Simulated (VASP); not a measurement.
The system is SnPtAu3.

```xyz
5
Lattice="4.7608 0.0000 0.0000 0.0000 4.7608 0.0000 0.0000 0.0000 4.7608" Properties=species:S:1:pos:R:3 pbc="T T T"
Sn    0.0000    0.0000    0.0000
Pt    2.3804    2.3804    2.3804
Au    2.3804    2.3804    0.0000
Au    0.0000    2.3804    2.3804
Au    2.3804    0.0000    2.3804
```

| Quantity | Value |
| --- | --- |
| Program | VASP 6.6.1 |
| Task | relaxation of cell and atoms |
| Functional | PBE |
| Potentials or basis | VASP PAW PBE potentials, release 64 (Sn_d, Pt, Au) |
| Cutoff | 600 eV |
| k mesh | 4 × 4 × 4 |
| Occupations | gaussian, width 0.1 eV |
| Spin | no spin polarisation |

At the start: pressure 24.2 GPa; volume 21.58 Å³/atom.

Q: Where does the relaxation end?

A: Over 4 steps the energy falls by 290.0 meV/atom and the volume is 26.33 Å³/atom (+22.0 %); space group Pm-3m (No. 221, to 0.05 Å).

The path:
| step | energy change (eV) | largest force (eV/Å) | pressure (GPa) | volume (Å³) |
| --- | --- | --- | --- | --- |
| 1 | 0.0000 | 0.0000 | 24.18 | 107.91 |
| 2 | -0.1098 | 0.0000 | -9.18 | 167.18 |
| 3 | -1.4477 | 0.0000 | -0.63 | 132.48 |
| 4 | -1.4498 | 0.0000 | -0.19 | 131.67 |

Final structure:
```cif
data_structure
_symmetry_space_group_name_H-M 'P 1'
_symmetry_Int_Tables_number 1
_cell_length_a 5.0874
_cell_length_b 5.0874
_cell_length_c 5.0874
_cell_angle_alpha 90.000
_cell_angle_beta 90.000
_cell_angle_gamma 90.000
_cell_volume 131.67
loop_
_atom_site_label
_atom_site_type_symbol
_atom_site_fract_x
_atom_site_fract_y
_atom_site_fract_z
_atom_site_occupancy
Sn1 Sn 0.00000 0.00000 0.00000 1
Pt1 Pt 0.50000 0.50000 0.50000 1
Au1 Au 0.50000 0.50000 0.00000 1
Au2 Au 0.00000 0.50000 0.50000 1
Au3 Au 0.50000 0.00000 0.50000 1
```

Caveat: the volume moved by over 15 % at a fixed basis, so the end points are rough.
